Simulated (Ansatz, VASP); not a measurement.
## One calculation of GaAs, two programs

```
Ga As
1.0
     0.00000    2.83309    2.71976
     2.83309    0.00000    2.71976
     2.83309    2.83309    0.00000
Ga As
1 1
Direct
  0.00000 0.00000 0.00000
  0.25000 0.25000 0.25000
```

Change from the starting cell: uniaxial_z strain -4.0%.

Alike in both runs: task single point; functional PBE; k mesh 8 × 8 × 8; occupations fermi-dirac, width 0.02 eV; no spin polarisation.

```csv
,VASP,Ansatz
version,VASP 6.6.1,Ansatz 0.2.0
potentials or method,"VASP PAW PBE potentials, release 64 (Ga_d, As_d)","plane waves, PAW"
plane-wave cutoff (eV),600,420
valence electrons in the cell,28,28
```

```csv
,VASP,Ansatz,Ansatz less VASP
pressure (GPa),6.0,6.0,+0.08
"traceless stress, the component that is largest in VASP (GPa)",1.47,1.48,+0.001
```
